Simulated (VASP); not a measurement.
Write the native input for VASP 6.6.1 that does the following.

- Task: single point
- Functional: LDA
- Potentials or basis: VASP PAW LDA potentials, release 64 (Se)
- Cutoff: 520 eV
- k mesh: 16 × 16 × 16
- Occupations: gaussian, width 0.15 eV
- Spin: no spin polarisation
- Dipole correction: no
- Further INCAR settings: ALGO = Normal; EDIFF = 1e-06; NBANDS = 9

The structure of Se lies in POSCAR:

```
Se
1.0
    2.7684045747      0.0000000000      0.0000000000
    0.0000000000      2.7684045747      0.0000000000
    0.0000000000      0.0000000000      2.7262461294
Se
1
Direct
    0.0000000000      0.0000000000      0.0000000000
```

This isn't the form of Se at room conditions, which is trigonal, of chains.

This cell differs from its parent crystal: strain -0.015 along x and y, -0.030 along z.

The input as run:

INCAR

```
SYSTEM = Se
  PREC = Accurate
  ENCUT = 520
  EDIFF = 1E-6
  ISMEAR = 0
  SIGMA = 0.15
  LREAL = .FALSE.
  LASPH = .TRUE.
  NELM = 60
  ALGO = Normal
  ISIF = 2
  LWAVE = .FALSE.
  LCHARG = .FALSE.
  GGA = CA
  NBANDS = 9
```

KPOINTS

```
Automatic mesh
0
G
  16 16 16
  0 0 0
```

Potentials or basis: VASP PAW LDA potentials, release 64 (Se).

Run with:

```sh
$ cat potpaw_LDA.64/Se/POTCAR > POTCAR
$ mpirun -np 1 vasp_std > vasp.out
```

It gave:

```json
{
  "Pressure": "1.6 GPa",
  "Band gap on the k mesh": "zero (bands 3 and 4 overlap by 6.59 eV)"
}
```

Caveat: the cell differs from its parent crystal (strain -0.015 along x and y, -0.030 along z).

It took 22 s on 1 thread of AMD EPYC 9R45 96-Core Processor (Zen 5), with other jobs on the host, peak memory 0.15 GiB.
